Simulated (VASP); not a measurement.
# In (I4/mmm) in VASP: further runs

In is run at these levels: PBEsol; tasks: single point.

Everything below comes from runs of VASP 6.6.1. Logs are shortened: lines on timing, memory, paths and dates and some standing lists are left out, and cuts for length are marked.

**1. The cell of the first run**

Symmetry: I4/mmm, No. 139, tetragonal system. Conventional cell: a = 3.301 Å, b = 3.301 Å, c = 4.874 Å, α = 90.00°, β = 90.00°, γ = 90.00°. Within 4.3 Å of In (site symmetry 4/mmm) lie 12 In at 3.30 to 3.37 Å.

**2. Single point, PBEsol (strain +0.015 along x and y, -0.015 along z)**

INCAR

```
PREC = Accurate
ENCUT = 520
EDIFF = 1E-7
ISMEAR = 0
SIGMA = 0.15
LREAL = False
LASPH = True
NELM = 80
ALGO = Fast
ISIF = 2
LWAVE = False
LCHARG = False
GGA = PS
NBANDS = 12
```

KPOINTS

```
regular mesh
0
Gamma
  20 20 20
```

POSCAR

```
In
1.0
   -1.6505422500      1.6505422500      2.4368407500
    1.6505422500     -1.6505422500      2.4368407500
    1.6505422500      1.6505422500     -2.4368407500
In
1
Direct
    0.0000000000      0.0000000000      0.0000000000
```

Potentials or basis: VASP PAW PBE potentials, release 64 (In_d).

Started as:

```sh
$ cat potpaw_PBE.64/In_d/POTCAR > POTCAR
$ mpirun -np 1 vasp_std > vasp.out
```

OUTCAR:

```text
PREC = Accurate
   ENCUT = 520
   EDIFF = 1E-7
   ISMEAR = 0
   LREAL = False
   LASPH = True
   NELM = 80
   ISIF = 2
   GGA = PS

 ion  position               nearest neighbor table
   1  0.000  0.000  0.000-

  LATTYP: Found a body centered tetragonal cell.
 ALAT       =     3.3010845000
 C/A-ratio  =     1.4763879870

  Lattice vectors:

 A1 = (  -1.6505422500,   1.6505422500,   2.4368407500)
 A2 = (   1.6505422500,  -1.6505422500,   2.4368407500)
 A3 = (   1.6505422500,   1.6505422500,  -2.4368407500)

Analysis of symmetry for initial positions (statically):
=====================================================================
 Subroutine PRICEL returns:
 Original cell was already a primitive cell.

 Routine SETGRP: Setting up the symmetry group for a
 body centered tetragonal supercell.

 Subroutine GETGRP returns: Found 16 space group operations
 (whereof 16 operations were pure point group operations)
 out of a pool of 16 trial point group operations.

The static configuration has the point symmetry D_4h.

Analysis of symmetry for dynamics (positions and initial velocities):
=====================================================================
 Subroutine PRICEL returns:
 Original cell was already a primitive cell.

 Routine SETGRP: Setting up the symmetry group for a
 body centered tetragonal supercell.

 Subroutine GETGRP returns: Found 16 space group operations
 (whereof 16 operations were pure point group operations)
 out of a pool of 16 trial point group operations.

The dynamic configuration has the point symmetry D_4h.

 Subroutine INISYM returns: Found 16 space group operations
 (whereof 16 operations are pure point group operations),
 and found     1 'primitive' translations

----------------------------------------------------------------------------------------

                                     Primitive cell

  volume of cell :      26.5546

  direct lattice vectors                    reciprocal lattice vectors
    -1.650542250  1.650542250  2.436840750     0.000000000  0.302930749  0.205183699
     1.650542250 -1.650542250  2.436840750     0.302930749  0.000000000  0.205183699
     1.650542250  1.650542250 -2.436840750     0.302930749  0.302930749  0.000000000

  length of vectors
     3.374429178  3.374429178  3.374429178     0.365878927  0.365878927  0.428408774

  position of ions in fractional coordinates (direct lattice)
     0.000000000  0.000000000  0.000000000

  ion indices of the primitive-cell ions
   primitive index   ion index
                 1           1

----------------------------------------------------------------------------------------

 KPOINTS: regular mesh

Automatic generation of k-mesh.
 Grid dimensions read from file:
 generate k-points for:   20   20   20

 Generating k-lattice:

  Cartesian coordinates                     Fractional coordinates (reciprocal lattice)
     0.000000000  0.015146537  0.010259185     0.050000000 -0.000000000  0.000000000
     0.015146537  0.000000000  0.010259185    -0.000000000  0.050000000  0.000000000
     0.015146537  0.015146537  0.000000000     0.000000000  0.000000000  0.050000000

  Length of vectors
     0.018293946  0.018293946  0.021420439

  Shift w.r.t. Gamma in fractional coordinates (k-lattice)
     0.000000000  0.000000000  0.000000000

 Subroutine IBZKPT returns following result:
 ===========================================

 Found    641 irreducible k-points:

 Following reciprocal coordinates:
            Coordinates               Weight
  0.000000  0.000000  0.000000      1.000000
  0.050000  0.000000  0.000000      8.000000
  0.100000  0.000000 -0.000000      8.000000
  0.150000 -0.000000  0.000000      8.000000
  0.200000  0.000000 -0.000000      8.000000
  0.250000  0.000000  0.000000      8.000000
[... 16 lines left out ...]
 -0.400000  0.050000  0.000000     16.000000
 -0.350000  0.050000  0.000000     16.000000
 [... further k-points ...]
   k-points           NKPTS =    641   k-points in BZ     NKDIM =    641   number of bands    NBANDS=     12
   number of dos      NEDOS =    301   number of ions     NIONS =      1
   total plane-waves  NPLWV =  21952
   dimension x,y,z NGX =    28 NGY =   28 NGZ =   28
   dimension x,y,z NGXF=    56 NGYF=   56 NGZF=   56
   ions per type =               1
   NGX,Y,Z   is equivalent  to a cutoff of  13.79, 13.79, 13.79 a.u.
   NGXF,Y,Z  is equivalent  to a cutoff of  27.59, 27.59, 27.59 a.u.
 SYSTEM =  unknown system
   PREC   = accura    normal or accurate (medium, high low for compatibility)
   ISTART =      0    job   : 0-new  1-cont  2-samecut
   ICHARG =      2    charge: 1-file 2-atom 10-const
   ISPIN  =      1    spin polarized calculation?
   LNONCOLLINEAR =      F non collinear calculations
   LSORBIT =      F    spin-orbit coupling
   LASPH  =      T    aspherical Exc in radial PAW
   ENCUT  =  520.0 eV  38.22 Ry    6.18 a.u.   6.27  6.27  6.27*2*pi/ulx,y,z
   NELM   =     80;   NELMIN=  2; NELMDL= -5     # of ELM steps
   EDIFF  = 0.1E-06   stopping-criterion for ELM
   LREAL  =      F    real-space projection
   EDIFFG = 0.1E-05   stopping-criterion for IOM
   NSW    =      0    number of steps for IOM
   IBRION =     -1    ionic relax: 0-MD 1-quasi-New 2-CG
   NFREE  =      0    steps in history (QN), initial steepest desc. (CG)
   ISIF   =      2    stress and relaxation
   ISYM   =      2    0-nonsym 1-usesym 2-fastsym
   POTIM  = 0.5000    time-step for ionic-motion
   TEBEG  =    0.0;   TEEND  =   0.0 temperature during run
   PSTRESS=    0.0 pullay stress
   NELECT =      13.0000    total number of electrons
   NUPDOWN=      -1.0000    fix difference up-down
   EMIN   =  10.00;   EMAX   =-10.00  energy-range for DOS
   EFERMI =   0.00;   METHOD = LEGACY
   ISMEAR =     0;   SIGMA  =   0.15  broadening in eV -4-tet -1-fermi 0-gaus
   EFERMI_NEDOS =   21; number of points for ismear=-14 and -15
   IALGO  =     68    algorithm
   IMIX   =      4    mixing-type and parameters
     AMIX     =   0.40;   BMIX     =  1.00
     AMIX_MAG =   1.60;   BMIX_MAG =  1.00
  volume/ion in A,a.u.               =      26.55       179.20
  Fermi-wavevector in a.u.,A,eV,Ry     =   1.290256  2.438230 22.650434  1.664760
  Thomas-Fermi vector in A             =   2.422098
   LORBIT       =      0    0 simple, 1 ext, 2 COOP (PROOUT), +10 PAW based schemes
   GGA     = PS    functional components
   LHFCALC =     F    Hartree Fock is set to
   AEXX    =    0.0000 exact exchange contribution
   IVDW    =     0    specifies the selected vdW correction
   LEPSILON=     F    determine dielectric tensor
   LRPA    =     F    only Hartree local field effects (RPA)
 non-spin polarized calculation
 RMM-DIIS sequential band-by-band and
 Gauss-broadening in eV      SIGMA  =   0.15
  energy-cutoff  :      520.00
  volume of cell :       26.55
 maximum number of plane-waves:       734
 NGX is ok and might be reduce to    28
   NGX = 13   NGY = 13   NGZ = 13

 number of electron      13.0000000 magnetization

 Free energy of the ion-electron system (eV)
  ---------------------------------------------------
  ext. energy  EPLUGINS =         0.00000000
  ---------------------------------------------------
  free energy    TOTEN  =        -2.98213415 eV

  energy without entropy =       -2.97707027  energy(sigma->0) =       -2.97960221

 E-fermi :   7.1805     XC(G=0): -10.3346

 val. band max:        7.1727412382   @ k =   0.2500   0.1500   0.1500
 cond. band min:       7.1852298893   @ k =   0.3500   0.2500   0.2000
 fundamental gap:      0.0124886511
 Fermi energy:         7.1804756005

 k-point     1 :       0.0000    0.0000    0.0000
  band No.  band energies     occupation
      1      -7.3789      2.00000
      2      -7.3200      2.00000
      3      -7.3200      2.00000
      4      -7.2030      2.00000
      5      -7.1450      2.00000
      6      -2.2742      2.00000
      7      17.5758      0.00000
      8      17.5758      0.00000
      9      17.6812      0.00000
     10      18.7029      0.00000
     11      21.0820      0.00000
     12      21.0960      0.00000

 k-point     2 :       0.0500    0.0000    0.0000
  band No.  band energies     occupation
      1      -7.3755      2.00000
      2      -7.3196      2.00000
      3      -7.3159      2.00000
      4      -7.2030      2.00000
      5      -7.1462      2.00000
      6      -2.2202      2.00000
      7      16.8562      0.00000
      8      17.4928      0.00000
      9      17.5249      0.00000
     10      18.5577      0.00000
     11      21.2289      0.00000
     12      21.2563      0.00000

 k-point     3 :       0.1000    0.0000   -0.0000
  band No.  band energies     occupation
      1      -7.3674      2.00000
      2      -7.3181      2.00000
      3      -7.3047      2.00000
      4      -7.2014      2.00000
      5      -7.1489      2.00000
      6      -2.0574      2.00000
      7      15.3027      0.00000
      8      17.2090      0.00000
      9      17.2822      0.00000
     10      18.4722      0.00000
     11      21.6849      0.00000
     12      21.6894      0.00000

 k-point     4 :       0.1500   -0.0000    0.0000
  band No.  band energies     occupation
      1      -7.3608      2.00000
      2      -7.3160      2.00000
      3      -7.2903      2.00000
      4      -7.1938      2.00000
      5      -7.1500      2.00000
      6      -1.7842      2.00000
      7      13.5992      0.00000
      8      16.8125      0.00000
      9      17.0146      0.00000
     10      18.4185      0.00000
     11      21.3989      0.00000
     12      22.3191      0.00000

 k-point     5 :       0.2000    0.0000   -0.0000
  band No.  band energies     occupation
      1      -7.3603      2.00000
      2      -7.3159      2.00000
      3      -7.2788      2.00000
      4      -7.1746      2.00000
      5      -7.1443      2.00000
      6      -1.3987      2.00000
      7      11.9065      0.00000
      8      16.4025      0.00000
      9      16.7420      0.00000
     10      18.3667      0.00000
     11      20.7879      0.00000
     12      22.2742      0.00000
[... 228 lines left out ...]
      1      -7.3988      2.00000
      2      -7.3494      2.00000
      3      -7.3061      2.00000
      4      -7.0414      2.00000
      5      -7.0125      2.00000
      6       2.7977      2.00000
      7       4.0322      2.00000
      8      14.7551      0.00000
      9      15.4652      0.00000
     10      17.6134      0.00000
     11      19.3062      0.00000
     12      20.5264      0.00000

 k-point    22 :      -0.4500    0.0500    0.0000
  band No.  band energies     occupation
      1      -7.3958      2.00000
      2      -7.3456      2.00000
      3      -7.3029      2.00000
      4      -7.0543      2.00000
      5      -7.0190      2.00000
      6       1.9392      2.00000
      7       5.0650      2.00000
      8      14.7460      0.00000
      9      15.6084      0.00000
     10      17.6491      0.00000
     11      19.4995      0.00000
     12      20.6767      0.00000

 k-point    23 :      -0.4000    0.0500    0.0000
  band No.  band energies     occupation
      1      -7.3890      2.00000
      2      -7.3387      2.00000
      3      -7.2959      2.00000
      4      -7.0766      2.00000
      5      -7.0378      2.00000
      6       1.0477      2.00000
      7       6.3441      2.00000
      8      14.8064      0.00000
      9      15.8065      0.00000
     10      17.8073      0.00000
     11      19.7780      0.00000
     12      20.5749      0.00000

 k-point    24 :      -0.3500    0.0500    0.0000
  band No.  band energies     occupation
      1      -7.3796      2.00000
      2      -7.3300      2.00000
      3      -7.2865      2.00000
      4      -7.1053      2.00000
      5      -7.0659      2.00000
      6       0.2488      2.00000
      7       7.7417      0.00000
      8      14.9463      0.00000
      9      16.0301      0.00000
     10      18.0797      0.00000
     11      20.1375      0.00000
     12      20.5141      0.00000

 [... further k-points ...]
[... 5 lines left out ...]
  --------------------------------------------------------------------------------------
  -------------------------------------------------------------------------------------
  Total       -0.2550511     -0.2550511     -0.2446974      0.0000000      0.0000000      0.0000000
  in kB      -15.3885388    -15.3885388    -14.7638439      0.0000000      0.0000000      0.0000000
  external PRESSURE =     -15.1803072 kB  Pullay stress =       0.0000000 kB

 VOLUME and BASIS-vectors are now :
 -----------------------------------------------------------------------------
  energy-cutoff  :      520.00
  volume of cell :       26.55
      direct lattice vectors                 reciprocal lattice vectors
    -1.650542250  1.650542250  2.436840750     0.000000000  0.302930749  0.205183699
     1.650542250 -1.650542250  2.436840750     0.302930749  0.000000000  0.205183699
     1.650542250  1.650542250 -2.436840750     0.302930749  0.302930749  0.000000000

 POSITION                                       TOTAL-FORCE (eV/Angst)
 -----------------------------------------------------------------------------------
      0.00000      0.00000      0.00000         0.000000      0.000000      0.000000
 -----------------------------------------------------------------------------------
    total drift:                               -0.000000     -0.000000     -0.000000

  FREE ENERGIE OF THE ION-ELECTRON SYSTEM (eV)
  ---------------------------------------------------
  free  energy   TOTEN  =        -2.9821341518 eV

  energy  without entropy=       -2.9770702689  energy(sigma->0) =       -2.97960221
```

It took 1.9 min on 1 thread of Intel Xeon 6975P-C (Granite Rapids), shared host; peak memory 0.31 GiB.

Results:

```
Free energy            : -2.9821 eV
Pressure               : -1.5 GPa
Band gap on the k mesh : zero (an odd number of electrons rules out a gap without spin polarisation)
```

Caveat: the cell differs from its parent crystal (strain +0.015 along x and y, -0.015 along z); the PAW data sets were made with another functional, which shifts forces and pressure a little; spin-orbit coupling is left out, which moves the levels of the heavy elements.

(Part 1 of 2 ends here.)
